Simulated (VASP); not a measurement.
The system is CsSnI3.

```xyz
5
Lattice="6.0790 0.0000 0.0000 0.0000 6.0790 0.0000 0.0000 0.0000 6.0790" Properties=species:S:1:pos:R:3 pbc="T T T"
Cs    0.0000    0.0000    0.0000
I     3.0395    3.0395    0.0000
I     3.0395    0.0000    3.0395
I     0.0000    3.0395    3.0395
Sn    3.0395    3.0395    3.0395
```

This cell differs from its parent crystal: volume scaled by 0.94.

Base run:

- Program: VASP 6.6.1
- Functional: PBEsol
- Potentials or basis: VASP PAW PBE potentials, release 64 (Cs_sv, I, Sn_d)
- Cutoff: 500 eV
- k mesh: 5 × 5 × 5
- Occupations: fermi-dirac, width 0.05 eV
- Spin: no spin polarisation

Its results: band gap on the k mesh 1.67 eV, direct; pressure 0.4 GPa.

Question: The run is repeated on the same cell with these changes: functional from PBEsol to LDA; potentials or basis from VASP PAW PBE potentials, release 64 (Cs_sv, I, Sn_d) to VASP PAW LDA potentials, release 64 (Cs_sv, I, Sn_d); cutoff from 500 eV to 520 eV. What comes out?

Answer: Band gap on the k mesh 1.68 eV, direct; pressure -0.6 GPa.

Caveats: spin-orbit coupling is left out, which moves the levels of the heavy elements; the PAW data sets were made with another functional, which shifts forces and pressure a little (some runs).

A k mesh can miss the band edges.
